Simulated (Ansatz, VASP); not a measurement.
# PbS: VASP beside Ansatz

```
CELL_PARAMETERS angstrom
0.00000 2.98723 2.98723
2.98723 0.00000 2.98723
2.98723 2.98723 0.00000
ATOMIC_POSITIONS crystal
Pb 0.00000 0.00000 0.00000
S 0.50000 0.50000 0.50000
```

Alike in both runs: task single point; functional PBE-based screened hybrid with a share of 1.0 of exact exchange and HFSCREEN = 0.5; k mesh 4 × 4 × 4; no spin polarisation.

```csv
,VASP,Ansatz
version,VASP 6.6.1,Ansatz 0.2.0
potentials or method,"VASP PAW PBE potentials, release 64 (Pb_d, S)",plane waves
plane-wave cutoff (eV),520,420
occupations,"gaussian, width 0.01 eV",fixed
valence electrons in the cell,20,20
```

|  | VASP | Ansatz | Ansatz less VASP |
| --- | --- | --- | --- |
| gap on the k mesh at the Fermi level (eV) | 1.10 | 1.08 | -0.022 |
| pressure (GPa) | -1.9 | -1.7 | +0.17 |

VASP's potentials were made for PBE, not for PBE-based screened hybrid. Ansatz's warnings: stress exchange threshold loose, stress scf threshold loose.

The k mesh is coarse, so the values compare programs but aren't converged. Spin-orbit coupling is off throughout.
